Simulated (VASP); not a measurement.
Runs of VASP 6.6.1 on CdS (sol). The structure is that of space group P6_3mc (No. 186), or close to it. The cells are those of the table. 

```tsv
task	cell	smearing	gap on the mesh (eV)	pressure (GPa)
single point	a = 4.166, b = 4.166, c = 6.644 Å, angles 90.0, 90.0, 120.0°, 4 atoms	gaussian 0.02 eV	1.09	-0.3
single point	a = 4.166, b = 4.166, c = 6.655 Å, angles 90.0, 90.0, 120.0°, 4 atoms	gaussian 0.02 eV	1.09	-0.4
relaxation of the atoms	atoms relaxed from a = 4.166, b = 4.166, c = 6.644 Å, angles 90.0, 90.0, 120.0°, 4 atoms	gaussian 0.02 eV	1.09	-0.3
single point	a = 4.166, b = 4.166, c = 6.668 Å, angles 90.0, 90.0, 120.0°, 4 atoms	gaussian 0.02 eV	1.09	(a)
single point	a = 4.166, b = 4.166, c = 6.644 Å, angles 90.0, 90.0, 120.0°, 4 atoms	gaussian 0.01 eV	1.09	-0.3
```

Alike in all rows: level PBEsol; potentials or basis VASP PAW PBE potentials, release 64 (Cd, S); no spin polarisation; k mesh 6 × 6 × 4; cutoff (eV) 520.

Problem. Fill in the values left out.

Solution. (a) -0.5.

Caveats: the PAW data sets were made with another functional, which shifts forces and pressure a little.

A k mesh can miss the band edges, and the runs leave out spin-orbit coupling on Cd.
